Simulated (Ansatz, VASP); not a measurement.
## KF in VASP and in Ansatz

Contents of INCAR:

```
PREC = Accurate ; ENCUT = 520
EDIFF = 1E-8 ; ISMEAR = -1
SIGMA = 0.08 ; LREAL = False
LASPH = True ; NELM = 60
ALGO = Normal ; ISIF = 2
LWAVE = False ; LCHARG = False
GGA = PE ; LEFG = True
NBANDS = 15
```

File KPOINTS:

```
Automatic mesh
0
Gamma
  16 16 16
```

POSCAR

```
KF
1.0
    0.0000000000      2.7322844696      2.7322844696
    2.7322844696      0.0000000000      2.7322844696
    2.7322844696      2.7322844696      0.0000000000
K F
1 1
Direct
    0.0000000000      0.0000000000      0.0000000000
    0.5000000000      0.5000000000      0.5000000000
```

Input for Ansatz:

```yaml
crystal:
  lattice:
    - [0.0, 2.7322844696, 2.7322844696]
    - [2.7322844696, 0.0, 2.7322844696]
    - [2.7322844696, 2.7322844696, 0.0]
  atoms:
    - { symbol: K, position: [0.0, 0.0, 0.0] }
    - { symbol: F, position: [0.5, 0.5, 0.5] }
kpoints:
  mp_grid: { grid: [16, 16, 16] }
scf:
  occupations: { method: fermi_dirac, width: 0.08 }
hamiltonian:
  xc: pbe
  pseudopotentials: { kind: paw }
output:
  forces: true
  stress: true
  eigenvalues: true
  efg: { contact_densities: true }
```

Change from the starting cell: volume scaled by 1.025, PAW files.

Alike in both runs: task electric field gradients; functional PBE; k mesh 16 × 16 × 16; occupations fermi-dirac, width 0.08 eV; no spin polarisation.

|  | VASP | Ansatz |
| --- | --- | --- |
| version | VASP 6.6.1 | Ansatz 0.2.0 |
| potentials or method | VASP PAW PBE potentials, release 64 (K_sv, F) | PAW with Ansatz's default frozen-core files, scalar-relativistic |
| plane-wave cutoff (eV) | 520 | 420 |
| valence electrons in the cell | 16 | 16 |

Ansatz gave:

* gap on the k mesh at the Fermi level (eV): 5.84
* pressure (GPa): -0.7

Problem. Estimate VASP's values.

Solution. gap on the k mesh at the Fermi level (eV): 5.83; pressure (GPa): -0.7.
